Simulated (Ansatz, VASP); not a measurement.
# Ir: VASP beside Ansatz

```
Ir
1.0
     0.00000    1.91540    1.91540
     1.91540    0.00000    1.91540
     1.91540    1.91540    0.00000
Ir
1
Direct
  0.00000 0.00000 0.00000
```

Alike in both runs: functional PBEsol; k mesh 20 × 20 × 20; occupations fermi-dirac, width 0.1 eV; no spin polarisation.

Ansatz relaxed the structure, and its values are those at the end. VASP's run is a single point on that final structure, the one shown.

|  | VASP | Ansatz |
| --- | --- | --- |
| version | VASP 6.6.1 | Ansatz 0.2.0 |
| potentials or method | VASP PAW PBE potentials, release 64 (Ir_sv_GW) | PAW with Ansatz's default frozen-core files, scalar-relativistic |
| plane-wave cutoff (eV) | 560 | 420 |
| valence electrons in the cell | 17 | 17 |

VASP gave:

| Item | Value |
| --- | --- |
| pressure (GPa) | -1.9 |

Problem. What did Ansatz give for the same quantities?

Solution. Pressure (GPa): 0.0.

VASP's potentials were made for PBE, not for PBEsol.

Spin-orbit coupling is off throughout.
